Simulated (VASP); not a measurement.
A run of VASP 6.6.1:

File INCAR:

```
ALGO = Normal
EDIFF = 1E-6
ENCUT = 520
GGA = PE
ISIF = 2
ISMEAR = 0
LASPH = True
LCHARG = False
LREAL = False
LWAVE = False
NBANDS = 30
NELM = 80
PREC = Accurate
SIGMA = 0.1
```

File KPOINTS:

```
k-points
0
Gamma
  4 4 4
```

File POSCAR:

```
Hf4N
1.0
    4.5682449500      0.0000000000      0.0000000000
    0.0000000000      4.5682449500      0.0000000000
    0.0000000000      0.0000000000      4.5682449500
Hf N
4 1
Direct
    0.5000000000      0.0000000000      0.0000000000
    0.0000000000      0.5000000000      0.0000000000
    0.0000000000      0.0000000000      0.5000000000
    0.5000000000      0.5000000000      0.5000000000
    0.0000000000      0.0000000000      0.0000000000
```

Potentials or basis: VASP PAW PBE potentials, release 64 (Hf_pv, N).

Launch:

```bash
$ cat potpaw_PBE.64/Hf_pv/POTCAR potpaw_PBE.64/N/POTCAR > POTCAR
$ mpirun -np 1 vasp_std > vasp.out
```

Hardware: 1 thread of Intel(R) Xeon(R) 6975P-C (Granite Rapids), with other jobs on the host.

Task: Estimate the wall time of this run.

Result: Wall time 21 s on 1 thread of Intel(R) Xeon(R) 6975P-C (Granite Rapids), with other jobs on the host, peak memory 0.2 GiB. Counts: scf iterations 15, k points 10.
